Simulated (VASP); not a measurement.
Yb: single point with revPBE

The system is Yb.

```xyz
1
Lattice="3.5291 0.0000 0.0000 0.0000 3.5291 0.0000 0.0000 0.0000 3.5291" Properties=species:S:1:pos:R:3 pbc="T T T"
Yb    0.0000    0.0000    0.0000
```

This cell differs from its parent crystal: volume scaled by 1.04.

```
Program             : VASP 6.6.1
Task                : single point
Functional          : revPBE
Potentials or basis : VASP PAW PBE potentials, release 64 (Yb)
Cutoff              : 520 eV
k mesh              : 10 × 10 × 10
Occupations         : fermi-dirac, width 0.1 eV
Spin                : no spin polarisation
```

The pressure is 0.1 GPa and the band gap on the k mesh is zero (band 12 reaches 1.52 eV, above the bottom of band 13 at 0.57 eV).

Levels at points of the mesh, in eV from the Fermi level:
```csv
k point,band 8,band 9,band 10,band 11,band 12,band 13,band 14,band 15,band 16,band 17
"(0.00, 0.00, 0.00)",-0.52,-0.50,-0.50,-0.50,-0.45,0.79,0.79,6.00,6.00,6.00
"(0.50, 0.00, 0.00)",-0.51,-0.51,-0.47,-0.44,-0.44,-0.26,1.48,3.70,3.70,6.24
"(0.50, 0.50, 0.00)",-0.51,-0.51,-0.49,-0.45,-0.44,0.49,2.67,2.67,4.23,4.23
"(0.50, 0.50, 0.50)",-0.53,-0.46,-0.46,-0.46,0.61,0.61,0.61,5.51,6.04,6.04
```

It took 100 s on 1 thread of Intel(R) Xeon(R) Platinum 8259CL CPU @ 2.50GHz (Skylake/Cascade Lake), with other jobs on the host, peak memory 0.2 GiB.

Caveat: the PAW data sets were made with another functional, which shifts forces and pressure a little; spin-orbit coupling is left out, which moves the levels of the heavy elements. Spin polarisation is off, so any magnetic state and its effect on volume and gap are missing.
